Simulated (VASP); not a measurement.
# Hf2SnTe6 (P-31m) in VASP: single point with PBE

Aim: the single point of Hf2SnTe6 with PBE.

Program: VASP 6.6.1. These are calculated values, not measurements. Logs are shortened: lines on timing, memory, paths and dates and some standing lists are left out, and cuts for length are marked.

## Step 1: The cell of the first run

Symmetry: P-31m, No. 162, trigonal system. Conventional cell: a = 7.067 Å, b = 7.067 Å, c = 6.938 Å, α = 90.00°, β = 90.00°, γ = 120.00°. Within 3.8 Å of Hf (site symmetry 32) lie 6 Te at 2.90 Å. Sn (site symmetry -3m) has 6 Te at 3.06 Å within 4.0 Å. Te (site symmetry m) has 2 Hf at 2.90 Å and 1 Sn at 3.06 Å within 3.8 Å.

## Step 2: Single point, PBE

File INCAR:

```
SYSTEM = Hf2SnTe6
ALGO = Normal
EDIFF = 1E-6
ENCUT = 520
GGA = PE
ISIF = 2
ISMEAR = 0
LASPH = .TRUE.
LCHARG = .TRUE.
LELF = .TRUE.
LREAL = .FALSE.
LVHAR = .TRUE.
LWAVE = .FALSE.
NBANDS = 45
NELM = 60
PREC = Accurate
SIGMA = 0.1
```

File KPOINTS:

```
k-points
0
G
  6 6 6
  0 0 0
```

File POSCAR:

```
Hf2SnTe6
1.0
    7.0673307758      0.0000000000      0.0000000000
   -3.5336653879      6.1204879888      0.0000000000
    0.0000000000      0.0000000000      6.9377213847
Hf Sn Te
2 1 6
Direct
    0.6666666667      0.3333333333      0.0000000000
    0.3333333333      0.6666666667      0.0000000000
    0.0000000000      0.0000000000      0.0000000000
    0.6474341063      0.6474341063      0.2555664245
    0.3525658937      0.0000000000      0.2555664245
    0.0000000000      0.3525658937      0.2555664245
    0.0000000000      0.6474341063      0.7444335755
    0.6474341063      0.0000000000      0.7444335755
    0.3525658937      0.3525658937      0.7444335755
```

Potentials or basis: VASP PAW PBE potentials, release 64 (Hf_pv, Sn_d, Te).

On the command line:

```
cat potpaw_PBE.64/Hf_pv/POTCAR potpaw_PBE.64/Sn_d/POTCAR potpaw_PBE.64/Te/POTCAR > POTCAR
mpirun -np 1 vasp_std > vasp.out
```

OUTCAR:

```text
SYSTEM = Hf2SnTe6
   EDIFF = 1E-6
   ENCUT = 520
   GGA = PE
   ISIF = 2
   ISMEAR = 0
   LASPH = .TRUE.
   LREAL = .FALSE.
   NELM = 60
   PREC = Accurate

 ion  position               nearest neighbor table
   1  0.667  0.333  0.000-   6 2.90   8 2.90   7 2.90   5 2.90   9 2.90   4 2.90
   2  0.333  0.667  0.000-   7 2.90   5 2.90   6 2.90   8 2.90   4 2.90   9 2.90
   3  0.000  0.000  0.000-   5 3.06   8 3.06   6 3.06   7 3.06   4 3.06   9 3.06
   4  0.647  0.647  0.256-   2 2.90   1 2.90   3 3.06
   5  0.353  0.000  0.256-   2 2.90   1 2.90   3 3.06
   6  0.000  0.353  0.256-   1 2.90   2 2.90   3 3.06
   7  0.000  0.647  0.744-   2 2.90   1 2.90   3 3.06
   8  0.647  0.000  0.744-   1 2.90   2 2.90   3 3.06
   9  0.353  0.353  0.744-   1 2.90   2 2.90   3 3.06

  LATTYP: Found a hexagonal cell.
 ALAT       =     7.0673307758
 C/A-ratio  =     0.9816607719

  Lattice vectors:

 A1 = (   7.0673307758,   0.0000000000,   0.0000000000)
 A2 = (  -3.5336653879,   6.1204879888,   0.0000000000)
 A3 = (   0.0000000000,   0.0000000000,   6.9377213847)

Analysis of symmetry for initial positions (statically):
=====================================================================
 Subroutine PRICEL returns:
 Original cell was already a primitive cell.

 Routine SETGRP: Setting up the symmetry group for a
 hexagonal supercell.

 Subroutine GETGRP returns: Found 12 space group operations
 (whereof 12 operations were pure point group operations)
 out of a pool of 24 trial point group operations.

The static configuration has the point symmetry D_3d.

Analysis of symmetry for dynamics (positions and initial velocities):
=====================================================================
 Subroutine PRICEL returns:
 Original cell was already a primitive cell.

 Routine SETGRP: Setting up the symmetry group for a
 hexagonal supercell.

 Subroutine GETGRP returns: Found 12 space group operations
 (whereof 12 operations were pure point group operations)
 out of a pool of 24 trial point group operations.

The dynamic configuration has the point symmetry D_3d.

 Subroutine INISYM returns: Found 12 space group operations
 (whereof 12 operations are pure point group operations),
 and found     1 'primitive' translations

----------------------------------------------------------------------------------------

                                     Primitive cell

  volume of cell :     300.0947

  direct lattice vectors                    reciprocal lattice vectors
     7.067330776  0.000000000  0.000000000     0.141496136  0.081692832  0.000000000
    -3.533665388  6.120487989  0.000000000     0.000000000  0.163385665  0.000000000
     0.000000000  0.000000000  6.937721385     0.000000000  0.000000000  0.144139544

  length of vectors
     7.067330776  7.067330776  6.937721385     0.163385665  0.163385665  0.144139544

  position of ions in fractional coordinates (direct lattice)
     0.666666667  0.333333333  0.000000000
     0.333333333  0.666666667  0.000000000
     0.000000000  0.000000000  0.000000000
     0.647434106  0.647434106  0.255566425
     0.352565894  0.000000000  0.255566425
     0.000000000  0.352565894  0.255566425
     0.000000000  0.647434106  0.744433575
     0.647434106  0.000000000  0.744433575
     0.352565894  0.352565894  0.744433575

  ion indices of the primitive-cell ions
   primitive index   ion index
                 1           1
                 2           2
                 3           3
                 4           4
                 5           5
                 6           6
                 7           7
                 8           8
                 9           9

----------------------------------------------------------------------------------------

 KPOINTS: k-points

Automatic generation of k-mesh.
 Grid dimensions read from file:
 generate k-points for:    6    6    6

 Generating k-lattice:

  Cartesian coordinates                     Fractional coordinates (reciprocal lattice)
     0.023582689  0.013615472  0.000000000     0.166666667  0.000000000  0.000000000
     0.000000000  0.027230944  0.000000000     0.000000000  0.166666667  0.000000000
     0.000000000  0.000000000  0.024023257     0.000000000  0.000000000  0.166666667

  Length of vectors
     0.027230944  0.027230944  0.024023257

  Shift w.r.t. Gamma in fractional coordinates (k-lattice)
     0.000000000  0.000000000  0.000000000

 Subroutine IBZKPT returns following result:
 ===========================================

 Found     34 irreducible k-points:

 Following reciprocal coordinates:
            Coordinates               Weight
  0.000000  0.000000  0.000000      1.000000
  0.166667  0.000000  0.000000      6.000000
  0.333333  0.000000  0.000000      6.000000
  0.500000  0.000000  0.000000      3.000000
  0.166667  0.166667  0.000000      6.000000
  0.333333  0.166667  0.000000     12.000000
[... 16 lines left out ...]
 -0.166667  0.333333  0.333333      6.000000
  0.333333  0.166667  0.333333     12.000000
 [... further k-points ...]
   k-points           NKPTS =     34   k-points in BZ     NKDIM =     34   number of bands    NBANDS=     45
   number of dos      NEDOS =    301   number of ions     NIONS =      9
   total plane-waves  NPLWV = 157464
   dimension x,y,z NGX =    54 NGY =   54 NGZ =   54
   dimension x,y,z NGXF=   108 NGYF=  108 NGZF=  108
   ions per type =               2   1   6
   NGX,Y,Z   is equivalent  to a cutoff of  12.70, 12.70, 12.94 a.u.
   NGXF,Y,Z  is equivalent  to a cutoff of  25.41, 25.41, 25.88 a.u.
 SYSTEM =  Hf2SnTe6
   PREC   = accura    normal or accurate (medium, high low for compatibility)
   ISTART =      0    job   : 0-new  1-cont  2-samecut
   ICHARG =      2    charge: 1-file 2-atom 10-const
   ISPIN  =      1    spin polarized calculation?
   LNONCOLLINEAR =      F non collinear calculations
   LSORBIT =      F    spin-orbit coupling
   LASPH  =      T    aspherical Exc in radial PAW
   ENCUT  =  520.0 eV  38.22 Ry    6.18 a.u.  13.14 13.14 12.90*2*pi/ulx,y,z
   NELM   =     60;   NELMIN=  2; NELMDL= -5     # of ELM steps
   EDIFF  = 0.1E-05   stopping-criterion for ELM
   LREAL  =      F    real-space projection
   EDIFFG = 0.1E-04   stopping-criterion for IOM
   NSW    =      0    number of steps for IOM
   IBRION =     -1    ionic relax: 0-MD 1-quasi-New 2-CG
   NFREE  =      0    steps in history (QN), initial steepest desc. (CG)
   ISIF   =      2    stress and relaxation
   ISYM   =      2    0-nonsym 1-usesym 2-fastsym
   POTIM  = 0.5000    time-step for ionic-motion
   TEBEG  =    0.0;   TEEND  =   0.0 temperature during run
   PSTRESS=    0.0 pullay stress
   NELECT =      70.0000    total number of electrons
   NUPDOWN=      -1.0000    fix difference up-down
   EMIN   =  10.00;   EMAX   =-10.00  energy-range for DOS
   EFERMI =   0.00;   METHOD = LEGACY
   ISMEAR =     0;   SIGMA  =   0.10  broadening in eV -4-tet -1-fermi 0-gaus
   EFERMI_NEDOS =   21; number of points for ismear=-14 and -15
   IALGO  =     38    algorithm
   IMIX   =      4    mixing-type and parameters
     AMIX     =   0.40;   BMIX     =  1.00
     AMIX_MAG =   1.60;   BMIX_MAG =  1.00
  volume/ion in A,a.u.               =      33.34       225.02
  Fermi-wavevector in a.u.,A,eV,Ry     =   1.007754  1.904380 13.817656  1.015569
  Thomas-Fermi vector in A             =   2.140579
   LORBIT       =      0    0 simple, 1 ext, 2 COOP (PROOUT), +10 PAW based schemes
   GGA     = PE    functional components
   LHFCALC =     F    Hartree Fock is set to
   AEXX    =    0.0000 exact exchange contribution
   IVDW    =     0    specifies the selected vdW correction
   LEPSILON=     F    determine dielectric tensor
   LRPA    =     F    only Hartree local field effects (RPA)
 non-spin polarized calculation
 Gauss-broadening in eV      SIGMA  =   0.10
  energy-cutoff  :      520.00
  volume of cell :      300.09
 maximum number of plane-waves:      8115
 NGX is ok and might be reduce to    54
   NGX = 27   NGY = 27   NGZ = 25

 number of electron      70.0000002 magnetization

 Free energy of the ion-electron system (eV)
  ---------------------------------------------------
  ext. energy  EPLUGINS =         0.00000000
  ---------------------------------------------------
  free energy    TOTEN  =       -47.49947384 eV

  energy without entropy =      -47.47584353  energy(sigma->0) =      -47.48765869

 E-fermi :   4.4971     XC(G=0):  -9.0653

 val. band max:        4.4961125753   @ k =  -0.1667   0.3333   0.1667
 cond. band min:       4.5006301028   @ k =   0.3333   0.1667   0.1667
 fundamental gap:      0.0045175275
 Fermi energy:         4.4971198488

 k-point     1 :       0.0000    0.0000    0.0000
  band No.  band energies     occupation
      1     -26.7549      2.00000
      2     -26.7549      2.00000
      3     -26.7316      2.00000
      4     -26.7316      2.00000
      5     -26.6909      2.00000
      6     -26.6820      2.00000
[... 37 lines left out ...]
     44       7.8815      0.00000
     45       7.9361      0.00000

 k-point     2 :       0.1667    0.0000    0.0000
  band No.  band energies     occupation
      1     -26.7554      2.00000
      2     -26.7538      2.00000
      3     -26.7328      2.00000
      4     -26.7311      2.00000
      5     -26.6904      2.00000
      6     -26.6825      2.00000
[... 37 lines left out ...]
     44       7.9389      0.00000
     45       8.0920      0.00000

 k-point     3 :       0.3333    0.0000    0.0000
  band No.  band energies     occupation
      1     -26.7563      2.00000
      2     -26.7509      2.00000
      3     -26.7357      2.00000
      4     -26.7302      2.00000
      5     -26.6890      2.00000
      6     -26.6839      2.00000
[... 997 lines left out ...]
     44       8.1839      0.00000
     45       8.4106      0.00000

 k-point    24 :       0.3333    0.1667    0.3333
  band No.  band energies     occupation
      1     -26.7571      2.00000
      2     -26.7480      2.00000
      3     -26.7386      2.00000
      4     -26.7294      2.00000
      5     -26.6879      2.00000
      6     -26.6849      2.00000
[... 37 lines left out ...]
     44       7.8678      0.00000
     45       8.1937      0.00000

 [... further k-points ...]
[... 5 lines left out ...]
  --------------------------------------------------------------------------------------
  -------------------------------------------------------------------------------------
  Total       -0.2229871     -0.2229871     -0.2399406      0.0000000      0.0000000     -0.0000000
  in kB       -1.1905071     -1.1905071     -1.2810204      0.0000000      0.0000000     -0.0000000
  external PRESSURE =      -1.2206782 kB  Pullay stress =       0.0000000 kB

 VOLUME and BASIS-vectors are now :
 -----------------------------------------------------------------------------
  energy-cutoff  :      520.00
  volume of cell :      300.09
      direct lattice vectors                 reciprocal lattice vectors
     7.067330776  0.000000000  0.000000000     0.141496136  0.081692832  0.000000000
    -3.533665388  6.120487989  0.000000000     0.000000000  0.163385665  0.000000000
     0.000000000  0.000000000  6.937721385     0.000000000  0.000000000  0.144139544

 POSITION                                       TOTAL-FORCE (eV/Angst)
 -----------------------------------------------------------------------------------
      3.53367      2.04016      0.00000        -0.000000     -0.000000     -0.000000
     -0.00000      4.08033      0.00000        -0.000000      0.000000     -0.000000
      0.00000      0.00000      0.00000        -0.000000      0.000000     -0.000000
      2.28782      3.96261      1.77305        -0.007335     -0.012705     -0.015892
      2.49170      0.00000      1.77305         0.014670      0.000000     -0.015892
     -1.24585      2.15788      1.77305        -0.007335      0.012705     -0.015892
     -2.28782      3.96261      5.16467         0.007335     -0.012705      0.015892
      4.57563      0.00000      5.16467        -0.014670     -0.000000      0.015892
      1.24585      2.15788      5.16467         0.007335      0.012705      0.015892
 -----------------------------------------------------------------------------------
    total drift:                               -0.000000      0.000000     -0.000000

  FREE ENERGIE OF THE ION-ELECTRON SYSTEM (eV)
  ---------------------------------------------------
  free  energy   TOTEN  =       -47.4994738445 eV

  energy  without entropy=      -47.4758435266  energy(sigma->0) =      -47.48765869
```

Run time: 17 min. Hardware: 1 thread of Oxide Virtual Turin-like, shared host; peak memory 0.63 GiB.

Results:

| Item | Value |
| --- | --- |
| Free energy | -47.4995 eV |
| Pressure | -0.1 GPa |
| Largest force | 0.022 eV/Å |
| Band gap on the k mesh | zero (band 35 reaches 4.93 eV, above the bottom of band 36 at 3.99 eV) |

Forces on the atoms (eV/Å):
```
Hf   0.000  0.000  0.000
Hf   0.000  0.000  0.000
Sn   0.000  0.000  0.000
Te  -0.007 -0.013 -0.016
Te   0.015  0.000 -0.016
Te  -0.007  0.013 -0.016
Te   0.007 -0.013  0.016
Te  -0.015  0.000  0.016
Te   0.007  0.013  0.016
```

Caveat: spin-orbit coupling is left out, which moves the levels of the heavy elements; this functional lacks dispersion, which binds the layers, so the pressure and a relaxed spacing across them are unreliable.
